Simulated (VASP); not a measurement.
**InP: single point with PBE+D3(BJ)**

InP, a slab with vacuum:

```
In P
1.0
     8.31558    0.00000    0.00000
     4.15779    7.20150    0.00000
     0.00000    0.00000   18.63834
In P
12 12
Cartesian
  0.0000 0.0000 1.0000
  2.0789 3.6008 1.0000
  4.1578 0.0000 1.0000
  6.2367 3.6008 1.0000
  7.7901 4.8475 4.4491
  6.1064 1.0220 4.4292
  3.6546 4.5939 4.5801
  2.1584 1.3876 4.3295
  4.2221 2.5072 8.1416
  6.6353 5.5862 8.1614
  8.0825 1.9554 7.6047
  10.2887 6.0198 8.1762
  2.0789 1.2002 1.8487
  4.1578 4.8010 1.8487
  6.2367 1.2002 1.8487
  8.3156 4.8010 1.8487
  10.0002 5.9118 5.4364
  8.2745 2.3710 5.2070
  5.8765 6.1841 5.1227
  4.0835 2.5669 5.6045
  6.4550 3.3197 8.6031
  8.5477 7.3270 9.1255
  1.9468 3.3989 7.6047
  4.5065 6.8724 8.5054
```

* Program: VASP 6.6.1
* Task: single point
* Functional: PBE
* Dispersion: D3(BJ)
* Potentials or basis: VASP PAW PBE potentials, release 64 (In_d, P)
* Cutoff: 520 eV
* k mesh: 2 × 2 × 1
* Occupations: fermi-dirac, width 0.15 eV
* Spin: no spin polarisation

```yaml
Largest_force: 2.890 eV/Å
Band_gap_on_the_k_mesh: 0.07 eV (least direct gap 0.18 eV)
Dispersion_energy_per_atom: -0.242 eV
```

Forces on the atoms (eV/Å):
```
In  -0.086 -0.091  0.055
In   0.093  0.068  0.257
In   0.073 -0.030  0.187
In  -0.028  0.027  0.266
In   0.884 -0.512  0.346
In   0.146  0.575  0.517
In   0.455  2.684 -0.970
In  -0.189 -0.306  1.103
In  -0.583 -0.811  0.502
In   0.620  2.604 -0.733
In   1.456 -1.082  0.336
In   1.485 -0.922 -0.873
P    0.110  0.121 -0.866
P   -0.185 -0.140  0.175
P   -0.111  0.022 -0.339
P   -0.051 -0.020 -0.256
P   -0.190  0.194 -0.337
P   -0.815  0.205 -1.725
P   -0.691 -0.253  0.525
P    0.561 -2.587 -0.735
P   -0.540 -0.386  1.663
P   -1.586 -0.229  0.366
P    0.342  0.802  0.496
P   -1.171  0.066  0.039
```

Levels at points of the mesh, in eV from the valence-band top:
```csv
k point,band 104,band 105,band 106,band 107,band 108,band 109,band 110,band 111,band 112,band 113
"(0.00, 0.00, 0.00)",-0.74,-0.52,-0.48,-0.33,-0.11,0.07,0.21,0.22,0.49,1.12
"(0.50, 0.00, 0.00)",-0.74,-0.59,-0.44,-0.12,-0.01,0.24,0.29,0.37,0.48,1.83
"(0.50, 0.50, 0.00)",-0.80,-0.67,-0.42,-0.22,-0.11,0.27,0.38,0.43,0.48,1.91
"(0.00, 0.50, 0.00)",-0.70,-0.68,-0.50,-0.22,0.00,0.22,0.29,0.40,0.48,1.88
```

Wall time 27 min on 1 thread of Intel(R) Xeon(R) Platinum 8488C (Sapphire Rapids), with other jobs on the host, peak memory 1.2 GiB.

Caveat: the k points lie up to 0.44 Å⁻¹ apart; the atoms stand as in a frame of molecular dynamics; there is no dipole correction, which matters where the two faces differ; semilocal functionals underestimate gaps, and a narrow one can read as zero; spin-orbit coupling is left out, which moves the levels of the heavy elements.
